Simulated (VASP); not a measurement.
# C (C2/m) in VASP: single point with PBE+D3(BJ)

Aim: the single point of C with PBE+D3(BJ).

Program: VASP 6.6.1. These are calculated values, not measurements. Logs are shortened: lines on timing, memory, paths and dates and some standing lists are left out, and cuts for length are marked.

## (1) The cell of the first run

It takes space group C2/m (No. 12, monoclinic). Conventional cell: a = 4.269 Å, b = 2.465 Å, c = 20.819 Å, α = 90.00°, β = 91.96°, γ = 90.00°. C (site symmetry m) has 3 C at 1.42 Å within 1.9 Å. C (site symmetry m) has 3 C at 1.42 Å within 1.9 Å. C (site symmetry m) has 3 C at 1.42 Å within 1.9 Å. Within 1.9 Å of C (site symmetry m) lie 3 C at 1.42 Å. Within 1.9 Å of C (site symmetry m) lie 3 C at 1.42 Å. C (site symmetry m) has 3 C at 1.42 Å within 1.9 Å.

## (2) Single point, PBE+D3(BJ)

INCAR reads:

```
PREC = Accurate ; ENCUT = 520
EDIFF = 1E-7 ; ISMEAR = 0
SIGMA = 0.03 ; LREAL = F
LASPH = T ; NELM = 60
ALGO = Normal ; ISIF = 2
LWAVE = F ; LCHARG = F
GGA = PE ; IVDW = 12
NBANDS = 36
```

KPOINTS reads:

```
Automatic mesh
0
Gamma
  15 15 2
```

POSCAR reads:

```
C
1.0
   -2.4647935466      0.0000000000      0.0000000000
   -1.2323967733     -2.1345738265      0.0000000000
   -0.6161983867     -0.3557623044     20.8066193286
C
12
Direct
    0.6253658566      0.6253658566      0.2478048605
    0.8475880788      0.8475880788      0.9144715272
    0.2364769677      0.2364769677      0.5811381939
    0.6524063656      0.6524063656      0.0855618061
    0.8746285879      0.8746285879      0.7522284728
    0.2635174768      0.2635174768      0.4188951395
    0.5968540756      0.5968540756      0.4188755462
    0.9857429645     -0.0142570355      0.0855422129
    0.2079651867      0.2079651867      0.7522088796
    0.5142514799      0.5142514799      0.9144911204
    0.9031403688     -0.0968596312      0.5811577871
    0.2920292577      0.2920292577      0.2478244538
```

Potentials or basis: VASP PAW PBE potentials, release 64 (C).

On the command line:

```bash
$ cat potpaw_PBE.64/C/POTCAR > POTCAR
$ mpirun -np 1 vasp_std > vasp.out
```

OUTCAR:

```text
PREC = Accurate
   ENCUT = 520
   EDIFF = 1E-7
   ISMEAR = 0
   LREAL = F
   LASPH = T
   NELM = 60
   ISIF = 2
   GGA = PE
   IVDW = 12
 IVDW          = 12

 ion  position               nearest neighbor table
   1  0.625  0.625  0.248-  12 1.42  12 1.42  12 1.42
   2  0.848  0.848  0.914-  10 1.42  10 1.42  10 1.42
   3  0.236  0.236  0.581-  11 1.42  11 1.42  11 1.42
   4  0.652  0.652  0.086-   8 1.42   8 1.42   8 1.42
   5  0.875  0.875  0.752-   9 1.42   9 1.42   9 1.42
   6  0.264  0.264  0.419-   7 1.42   7 1.42   7 1.42
   7  0.597  0.597  0.419-   6 1.42   6 1.42   6 1.42
   8  0.986  0.986  0.086-   4 1.42   4 1.42   4 1.42
   9  0.208  0.208  0.752-   5 1.42   5 1.42   5 1.42
  10  0.514  0.514  0.914-   2 1.42   2 1.42   2 1.42
  11  0.903  0.903  0.581-   3 1.42   3 1.42   3 1.42
  12  0.292  0.292  0.248-   1 1.42   1 1.42   1 1.42

  LATTYP: Found a base centered monoclinic cell.
 ALAT       =     4.2691476529
 B/A-ratio  =     0.5773502692
 C/A-ratio  =     4.8765663503
 COS(beta)  =    -0.0341770530

  Lattice vectors:

 A1 = (   2.4647935466,  -0.0000000000,   0.0000000000)
 A2 = (   1.2323967733,   2.1345738265,   0.0000000000)
 A3 = (  -0.6161983867,  -0.3557623044,  20.8066193286)

Analysis of symmetry for initial positions (statically):
=====================================================================
 Subroutine PRICEL returns:
 Original cell was already a primitive cell.

 Routine SETGRP: Setting up the symmetry group for a
 base centered monoclinic supercell.

 Subroutine GETGRP returns: Found  4 space group operations
 (whereof  2 operations were pure point group operations)
 out of a pool of  4 trial point group operations.

The static configuration has the point symmetry C_1h.
 The point group associated with its full space group is C_2h.

Analysis of symmetry for dynamics (positions and initial velocities):
=====================================================================
 Subroutine PRICEL returns:
 Original cell was already a primitive cell.

 Routine SETGRP: Setting up the symmetry group for a
 base centered monoclinic supercell.

 Subroutine GETGRP returns: Found  4 space group operations
 (whereof  2 operations were pure point group operations)
 out of a pool of  4 trial point group operations.

The dynamic configuration has the point symmetry C_1h.
 The point group associated with its full space group is C_2h.

 Subroutine INISYM returns: Found  4 space group operations
 (whereof  2 operations are pure point group operations),
 and found     1 'primitive' translations

----------------------------------------------------------------------------------------

                                     Primitive cell

  volume of cell :     109.4695

  direct lattice vectors                    reciprocal lattice vectors
    -2.464793547  0.000000000  0.000000000    -0.405713493  0.234238795 -0.008010271
    -1.232396773 -2.134573827  0.000000000     0.000000000 -0.468477589 -0.008010271
    -0.616198387 -0.355762304 20.806619329     0.000000000  0.000000000  0.048061628

  length of vectors
     2.464793547  2.464793547 20.818781788     0.468546066  0.468546066  0.048061628

  position of ions in fractional coordinates (direct lattice)
     0.625365857  0.625365857  0.247804860
     0.847588079  0.847588079  0.914471527
     0.236476968  0.236476968  0.581138194
     0.652406366  0.652406366  0.085561806
     0.874628588  0.874628588  0.752228473
     0.263517477  0.263517477  0.418895140
     0.596854076  0.596854076  0.418875546
     0.985742964  0.985742964  0.085542213
     0.207965187  0.207965187  0.752208880
     0.514251480  0.514251480  0.914491120
     0.903140369  0.903140369  0.581157787
     0.292029258  0.292029258  0.247824454

  ion indices of the primitive-cell ions
   primitive index   ion index
                 1           1
                 2           2
                 3           3
                 4           4
                 5           5
                 6           6
                 7           7
                 8           8
                 9           9
                10          10
                11          11
                12          12

----------------------------------------------------------------------------------------

 KPOINTS: Automatic mesh

Automatic generation of k-mesh.
 Grid dimensions read from file:
 generate k-points for:   15   15    2

 Generating k-lattice:

  Cartesian coordinates                     Fractional coordinates (reciprocal lattice)
    -0.027047566  0.015615920 -0.000534018     0.066666667  0.000000000  0.000000000
     0.000000000 -0.031231839 -0.000534018     0.000000000  0.066666667  0.000000000
     0.000000000  0.000000000  0.024030814     0.000000000  0.000000000  0.500000000

  Length of vectors
     0.031236404  0.031236404  0.024030814

  Shift w.r.t. Gamma in fractional coordinates (k-lattice)
     0.000000000  0.000000000  0.000000000

 Subroutine IBZKPT returns following result:
 ===========================================

 Found    128 irreducible k-points:

 Following reciprocal coordinates:
            Coordinates               Weight
  0.000000  0.000000  0.000000      1.000000
  0.066667 -0.000000  0.000000      4.000000
  0.133333  0.000000 -0.000000      4.000000
  0.200000 -0.000000  0.000000      4.000000
  0.266667  0.000000 -0.000000      4.000000
  0.333333 -0.000000 -0.000000      4.000000
[... 16 lines left out ...]
  0.133333  0.133333  0.000000      2.000000
  0.200000  0.133333  0.000000      4.000000
 [... further k-points ...]
   k-points           NKPTS =    128   k-points in BZ     NKDIM =    128   number of bands    NBANDS=     36
   number of dos      NEDOS =    301   number of ions     NIONS =     12
   total plane-waves  NPLWV =  51840
   dimension x,y,z NGX =    18 NGY =   18 NGZ =  160
   dimension x,y,z NGXF=    36 NGYF=   36 NGZF=  320
   ions per type =              12
   NGX,Y,Z   is equivalent  to a cutoff of  12.14, 12.14, 12.78 a.u.
   NGXF,Y,Z  is equivalent  to a cutoff of  24.28, 24.28, 25.55 a.u.
 SYSTEM =  unknown system
   PREC   = accura    normal or accurate (medium, high low for compatibility)
   ISTART =      0    job   : 0-new  1-cont  2-samecut
   ICHARG =      2    charge: 1-file 2-atom 10-const
   ISPIN  =      1    spin polarized calculation?
   LNONCOLLINEAR =      F non collinear calculations
   LSORBIT =      F    spin-orbit coupling
   LASPH  =      T    aspherical Exc in radial PAW
   ENCUT  =  520.0 eV  38.22 Ry    6.18 a.u.   4.58  4.58 38.71*2*pi/ulx,y,z
   NELM   =     60;   NELMIN=  2; NELMDL= -5     # of ELM steps
   EDIFF  = 0.1E-06   stopping-criterion for ELM
   LREAL  =      F    real-space projection
   EDIFFG = 0.1E-05   stopping-criterion for IOM
   NSW    =      0    number of steps for IOM
   IBRION =     -1    ionic relax: 0-MD 1-quasi-New 2-CG
   NFREE  =      0    steps in history (QN), initial steepest desc. (CG)
   ISIF   =      2    stress and relaxation
   ISYM   =      2    0-nonsym 1-usesym 2-fastsym
   POTIM  = 0.5000    time-step for ionic-motion
   TEBEG  =    0.0;   TEEND  =   0.0 temperature during run
   PSTRESS=    0.0 pullay stress
   NELECT =      48.0000    total number of electrons
   NUPDOWN=      -1.0000    fix difference up-down
   EMIN   =  10.00;   EMAX   =-10.00  energy-range for DOS
   EFERMI =   0.00;   METHOD = LEGACY
   ISMEAR =     0;   SIGMA  =   0.03  broadening in eV -4-tet -1-fermi 0-gaus
   EFERMI_NEDOS =   21; number of points for ismear=-14 and -15
   IALGO  =     38    algorithm
   IMIX   =      4    mixing-type and parameters
     AMIX     =   0.40;   BMIX     =  1.00
     AMIX_MAG =   1.60;   BMIX_MAG =  1.00
  volume/ion in A,a.u.               =       9.12        61.56
  Fermi-wavevector in a.u.,A,eV,Ry     =   1.243724  2.350298 21.046178  1.546850
  Thomas-Fermi vector in A             =   2.378023
   LORBIT       =      0    0 simple, 1 ext, 2 COOP (PROOUT), +10 PAW based schemes
   GGA     = PE    functional components
   LHFCALC =     F    Hartree Fock is set to
   AEXX    =    0.0000 exact exchange contribution
   IVDW    =    12    specifies the selected vdW correction
   LEPSILON=     F    determine dielectric tensor
   LRPA    =     F    only Hartree local field effects (RPA)
 non-spin polarized calculation
 Gauss-broadening in eV      SIGMA  =   0.03
  energy-cutoff  :      520.00
  volume of cell :      109.47
 maximum number of plane-waves:      2992
   NGX =  9   NGY =  9   NGZ = 77

 number of electron      48.0000005 magnetization

 Free energy of the ion-electron system (eV)
  ---------------------------------------------------
  ext. energy  EPLUGINS =         0.00000000
  ---------------------------------------------------
  free energy    TOTEN  =      -110.55994526 eV

  energy without entropy =     -110.55994523  energy(sigma->0) =     -110.55994525

 E-fermi :   4.3970     XC(G=0): -10.0886

 val. band max:        4.3057268689   @ k =  -0.3333   0.3333   0.0000
 cond. band min:       4.4882205898   @ k =  -0.3333   0.3333   0.0000
 fundamental gap:      0.1824937209
 Fermi energy:         4.3969838828

 k-point     1 :       0.0000    0.0000    0.0000
  band No.  band energies     occupation
      1     -15.2293      2.00000
      2     -15.1765      2.00000
      3     -15.1756      2.00000
      4     -15.0506      2.00000
      5     -15.0500      2.00000
      6     -14.9925      2.00000
[... 28 lines left out ...]
     35      12.7596      0.00000
     36      12.7631      0.00000
[... 866 lines left out ...]
      6     -14.2647      2.00000
[... 28 lines left out ...]
     35      13.4275      0.00000
     36      13.4443      0.00000

 [... further k-points ...]

------------------------ aborting loop because EDIFF is reached ----------------------------------------

 Edisp (eV)   -1.80421

 E8    (eV) :    -0.5091

  FORCE on cell =-STRESS in cart. coord.  units (eV):
  Direction    XX          YY          ZZ          XY          YZ          ZX
  --------------------------------------------------------------------------------------
  -------------------------------------------------------------------------------------
  Total       0.52692     0.51913    -0.20534     0.00674    -0.02153    -0.03729
  in kB       7.71185     7.59797    -3.00535     0.09862    -0.31513    -0.54583
  external pressure =        4.10 kB  Pullay stress =        0.00 kB

 VOLUME and BASIS-vectors are now :
 -----------------------------------------------------------------------------
  energy-cutoff  :      520.00
  volume of cell :      109.47
      direct lattice vectors                 reciprocal lattice vectors
    -2.464793547  0.000000000  0.000000000    -0.405713493  0.234238795 -0.008010271
    -1.232396773 -2.134573827  0.000000000     0.000000000 -0.468477589 -0.008010271
    -0.616198387 -0.355762304 20.806619329     0.000000000  0.000000000  0.048061628

 POSITION                                       TOTAL-FORCE (eV/Angst)
 -----------------------------------------------------------------------------------
     -2.46479     -1.42305      5.15598        -0.000372     -0.000215      0.001505
     -3.69719     -2.13457     19.02706         0.004900      0.002829      0.014347
     -1.23240     -0.71152     12.09152         0.000418      0.000242      0.002098
     -2.46479     -1.42305      1.78025        -0.004900     -0.002829     -0.014347
     -3.69719     -2.13457     15.65133         0.000372      0.000215     -0.001505
     -1.23240     -0.71152      8.71579        -0.000418     -0.000242     -0.002098
     -2.46479     -1.42305      8.71538         0.000446      0.000258     -0.002646
     -3.69719     -2.13457      1.77984        -0.005159     -0.002979     -0.013885
     -1.23240     -0.71152     15.65092        -0.000224     -0.000130     -0.002946
     -2.46479     -1.42305     19.02747         0.005159      0.002979      0.013885
     -3.69719     -2.13457     12.09193        -0.000446     -0.000258      0.002646
     -1.23240     -0.71152      5.15639         0.000224      0.000130      0.002946
 -----------------------------------------------------------------------------------
    total drift:                                0.000000      0.000000     -0.000002

  FREE ENERGIE OF THE ION-ELECTRON SYSTEM (eV)
  ---------------------------------------------------
  free  energy   TOTEN  =      -112.3641601569 eV

  energy  without entropy=     -112.3641601284  energy(sigma->0) =     -112.36416014
```

It took 4.3 min on 1 thread of Intel Xeon Platinum 8559C (Emerald Rapids), shared host; peak memory 0.43 GiB.

What came out:

```yaml
Free_energy: -112.3642 eV
Pressure: 0.4 GPa
Largest_force: 0.015 eV/Å
Band_gap_on_the_k_mesh: 0.18 eV, direct
Dispersion_energy_per_atom: -0.150 eV
```

Forces on the atoms (eV/Å):
```
C    0.000  0.000  0.002
C    0.005  0.003  0.014
C    0.000  0.000  0.002
C   -0.005 -0.003 -0.014
C    0.000  0.000 -0.002
C    0.000  0.000 -0.002
C    0.000  0.000 -0.003
C   -0.005 -0.003 -0.014
C    0.000  0.000 -0.003
C    0.005  0.003  0.014
C    0.000  0.000  0.003
C    0.000  0.000  0.003
```

Levels at points of the mesh, in eV from the valence-band top:
```csv
k point,band 21,band 22,band 23,band 24,band 25,band 26,band 27,band 28
"(0.00, 0.00, 0.00)",-2.92,-2.92,-2.91,-2.91,4.12,5.26,5.26,7.99
"(0.00, 0.00, 0.50)",-2.92,-2.92,-2.91,-2.91,4.42,4.42,6.29,6.77
```

A k mesh can miss the band edges.
